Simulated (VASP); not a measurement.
Ni: relaxation of cell and atoms with PBEsol+D4

Crystal: Ni.

```xyz
1
Lattice="0.0000 1.7376 1.7376 1.7376 0.0000 1.7376 1.7376 1.7376 0.0000" Properties=species:S:1:pos:R:3 pbc="T T T"
Ni    0.0000    0.0000    0.0000
```

```yaml
Program: VASP 6.6.1
Task: relaxation of cell and atoms
Functional: PBEsol
Dispersion: D4
Potentials_or_basis: VASP PAW PBE potentials, release 64 (Ni)
Cutoff: 600 eV
k_mesh: 13 × 13 × 13
Occupations: fermi-dirac, width 0.05 eV
Spin: collinear spin, ferromagnetic start
Starting_moments: "[1.0] μB"
Dipole_correction: no
Further_INCAR_settings: ALGO = Normal; EDIFF = 1e-07; IBRION = 2; EDIFFG = -0.02; NSW = 80; ISIF = 3
```

The relaxed volume is 10.21 Å³/atom, the relaxed cell is a = 2.435 Å, b = 2.435 Å, c = 2.435 Å, α = 60.00°, β = 60.00°, γ = 60.00° and the space group after relaxing (to 0.1 Å) is Fm-3m (No. 225). The energy gained by relaxing is 5.7 meV/atom, the ionic steps are 3 and the pressure after relaxing is 0.0 GPa. The net moment is 0.62 μB per cell and the site moments are Ni +0.63 μB. The valence electrons inside the program's atomic spheres are Ni 9.44 and the dispersion energy per atom is -0.278 eV.

The path:
```
step  energy change (eV)  largest force (eV/Å)  pressure (GPa)  volume (Å³)
   1              0.0000                0.0000           -6.25        10.49
   2              0.0024                0.0000            8.37         9.88
   3             -0.0057                0.0000           -0.03        10.21
```

Final structure:
```
Ni
1.0
     0.00000    1.72170    1.72170
     1.72170    0.00000    1.72170
     1.72170    1.72170    0.00000
Ni
1
Direct
  0.00000 0.00000 0.00000
```

Levels at points of the mesh, in eV from the Fermi level:
Spin up:
```tsv
k point	band 3	band 4	band 5	band 6	band 7	band 8
(0.00, 0.00, 0.00)	-2.59	-2.59	-1.31	-1.31	24.23	28.58
```
Spin down:
| k point | band 3 | band 4 | band 5 | band 6 | band 7 | band 8 |
| --- | --- | --- | --- | --- | --- | --- |
| (0.00, 0.00, 0.00) | -1.88 | -1.88 | -0.71 | -0.71 | 24.14 | 28.58 |

It took 84 s on 1 thread of Intel Xeon 8259CL (shared host), peak memory 0.15 GiB.

Caveat: the PAW data sets were made with another functional, which shifts forces and pressure a little.
